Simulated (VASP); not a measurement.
A run of VASP 6.6.1:

The input POSCAR:

```
Rh
1.0
    0.0000000000      1.8591074964      1.8591074964
    1.8591074964      0.0000000000      1.8591074964
    1.8591074964      1.8591074964      0.0000000000
Rh
1
Direct
    0.0000000000      0.0000000000      0.0000000000
```

INCAR.step1

```
PREC = Accurate
ENCUT = 580
ISMEAR = -1
SIGMA = 0.05
LREAL = F
LASPH = T
NELM = 120
NBANDS = 14
GGA = PE
ALGO = Normal
EDIFF = 1E-5
LWAVE = T
LCHARG = F
GGA_COMPAT = F
```

Contents of INCAR.step2:

```
PREC = Accurate
ENCUT = 580
EDIFF = 1E-6
ISMEAR = -1
SIGMA = 0.05
LREAL = F
LASPH = T
NELM = 120
ALGO = Normal
ISIF = 2
LWAVE = F
LCHARG = T
METAGGA = R2SCAN
LMIXTAU = T
LELF = T
LVHAR = T
NBANDS = 14
ISTART = 1
GGA_COMPAT = F
```

Contents of KPOINTS:

```
regular mesh
0
Gamma
  12 12 12
```

Potentials or basis: VASP PAW PBE potentials, release 64 (Rh_sv_GW).

Command:

```sh
$ cat potpaw_PBE.64/Rh_sv_GW/POTCAR > POTCAR
$ cp INCAR.step1 INCAR
$ mpirun -np 1 vasp_std > vasp.out
$ cp INCAR.step2 INCAR
$ mpirun -np 1 vasp_std > vasp.out
```

Hardware: 1 thread of Intel(R) Xeon(R) 6975P-C (Granite Rapids) (shared host).

Task: How long does it take, and how much memory?

Result: It took 24 s on 1 thread of Intel(R) Xeon(R) 6975P-C (Granite Rapids) (shared host), peak memory 0.16 GiB. Counts: k points 72.
